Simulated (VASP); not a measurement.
Na2S: single point with r2SCAN

The system is Na2S.

```
Na S
1.0
     3.33948    3.33948    0.00000
    -3.33948    3.33948    0.00000
     0.00000    3.33948    3.33948
Na S
2 1
Direct
  0.25000 0.75000 0.50000
  0.75000 0.25000 0.50000
  0.00000 0.00000 0.00000
```

```
Program             : VASP 6.6.1
Task                : single point
Functional          : r2SCAN
Potentials or basis : VASP PAW PBE potentials, release 64 (Na_pv, S)
Cutoff              : 550 eV
k mesh              : 6 × 6 × 6
Occupations         : gaussian, width 0.01 eV
Spin                : no spin polarisation
```

```yaml
Pressure: -2.1 GPa
Band_gap_on_the_k_mesh: 2.85 eV
```

Levels at points of the mesh, in eV from the valence-band top:
```tsv
k point	band 6	band 7	band 8	band 9	band 10	band 11	band 12	band 13	band 14	band 15
(0.00, 0.00, 0.00)	-23.16	-10.48	0.00	0.00	0.00	2.85	8.20	8.20	8.20	9.68
(0.50, 0.00, 0.00)	-23.18	-10.27	-1.50	-0.12	-0.12	5.24	6.66	7.51	7.51	11.61
(0.50, 0.50, 0.00)	-23.15	-10.21	-1.33	-0.43	-0.43	4.15	6.54	8.81	10.10	10.10
```

It took 110 s on 1 thread of Intel Xeon 8259CL (shared host), peak memory 0.21 GiB.

Caveat: the PAW data sets were made with another functional, which shifts forces and pressure a little.
